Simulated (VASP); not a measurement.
Write the native input for VASP 6.6.1 that does the following.

```
Task                   : single point
Functional             : PBEsol
Potentials or basis    : VASP PAW PBE potentials, release 64 (Rb_sv, Cl)
Cutoff                 : 500 eV
k mesh                 : 4 × 4 × 4
Occupations            : fermi-dirac, width 0.2 eV
Spin                   : no spin polarisation
Dipole correction      : no
Further INCAR settings : ALGO = Normal; EDIFF = 1e-06; NBANDS = 15
```

The structure of RbCl lies in POSCAR:

```
RbCl
1.0
    0.0000000000      3.3057264139      3.3057264139
    3.3057264139      0.0000000000      3.3057264139
    3.3057264139      3.3057264139      0.0000000000
Rb Cl
1 1
Direct
    0.0000000000      0.0000000000      0.0000000000
    0.5000000000      0.5000000000      0.5000000000
```

The input as run:

INCAR

```
SYSTEM = RbCl
ALGO     = Normal         ! electronic algorithm
EDIFF    = 1E-6           ! SCF threshold, eV
ENCUT    = 500            ! plane-wave cutoff, eV
GGA      = PS             ! functional
GGA_COMPAT= .FALSE.      
ISIF     = 2              ! what is computed and relaxed
ISMEAR   = -1             ! smearing method
LASPH    = .TRUE.         ! aspherical terms in the spheres
LCHARG   = .FALSE.        ! write CHGCAR
LREAL    = .FALSE.        ! projectors in reciprocal space
LWAVE    = .FALSE.        ! write WAVECAR
NBANDS   = 15             ! bands
NELM     = 120            ! most SCF steps
PREC     = Accurate       ! precision mode
SIGMA    = 0.2            ! smearing width, eV
```

KPOINTS

```
k-points
0
G
  4 4 4
  0 0 0
```

Potentials or basis: VASP PAW PBE potentials, release 64 (Rb_sv, Cl).

The run is started by

```sh
$ cat potpaw_PBE.64/Rb_sv/POTCAR potpaw_PBE.64/Cl/POTCAR > POTCAR
$ mpirun -np 1 vasp_std > vasp.out
```

It gave:

```
Pressure               : -0.5 GPa
Band gap on the k mesh : 4.80 eV
```

Caveat: the PAW data sets were made with another functional, which shifts forces and pressure a little.

Run time: 20 s on 1 thread of Intel Xeon 8259CL (shared host), peak memory 0.2 GiB.
